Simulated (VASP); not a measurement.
Here is a VASP 6.6.1 calculation.

POSCAR

```
SiGe
1.0
    3.9193343356      0.0000000000      0.0000000000
   -1.9596671678      3.3942431005      0.0000000000
    0.0000000000      0.0000000000      6.2600692772
Si Ge
2 2
Direct
    0.6666666662      0.3333333338      0.8767011065
    0.3333333338      0.6666666662      0.3767011065
    0.6666666670      0.3333333330      0.4982978935
    0.3333333330      0.6666666670     -0.0017021065
```

INCAR.step1

```
SYSTEM = SiGe
PREC = Accurate ; ENCUT = 520
ISMEAR = 0 ; SIGMA = 0.02
LREAL = .FALSE. ; LASPH = .TRUE.
NELM = 100 ; NBANDS = 26
GGA = PE ; ALGO = Normal
EDIFF = 1E-4 ; LWAVE = .TRUE.
LCHARG = .FALSE.
```

INCAR.step2

```
SYSTEM = SiGe
PREC = Accurate ; ENCUT = 520
EDIFF = 1E-6 ; ISMEAR = 0
SIGMA = 0.02 ; LREAL = .FALSE.
LASPH = .TRUE. ; NELM = 100
ALGO = Normal ; ISIF = 2
LWAVE = .FALSE. ; LCHARG = .TRUE.
METAGGA = R2SCAN ; LMIXTAU = .TRUE.
LELF = .TRUE. ; LVHAR = .TRUE.
NBANDS = 26 ; ISTART = 1
```

KPOINTS

```
regular mesh
0
G
  12 12 4
  0 0 0
```

Potentials or basis: VASP PAW PBE potentials, release 64 (Si, Ge_d).

Run with:

```sh
$ cat potpaw_PBE.64/Si/POTCAR potpaw_PBE.64/Ge_d/POTCAR > POTCAR
$ cp INCAR.step1 INCAR
$ mpirun -np 1 vasp_std > vasp.out
$ cp INCAR.step2 INCAR
$ mpirun -np 1 vasp_std > vasp.out
```

**Question.** Predict the band gap on the k mesh.

**Answer.** 0.47 eV.

**Question.** What does it give for the pressure?

**Answer.** 2.1 GPa.

Stress tensor (GPa, compression positive):
```
-0.05  0.00  0.00
 0.00 -0.05  0.00
 0.00  0.00  6.32
```

Caveat: the cell differs from its parent crystal (uniaxial strain along c: -3.0 %, then relaxed in part); the stress differs along the axes, from -0 to 6 GPa; semilocal functionals underestimate gaps, and a narrow one can read as zero; the PAW data sets were made with another functional, which shifts forces and pressure a little. A k mesh can miss the band edges.
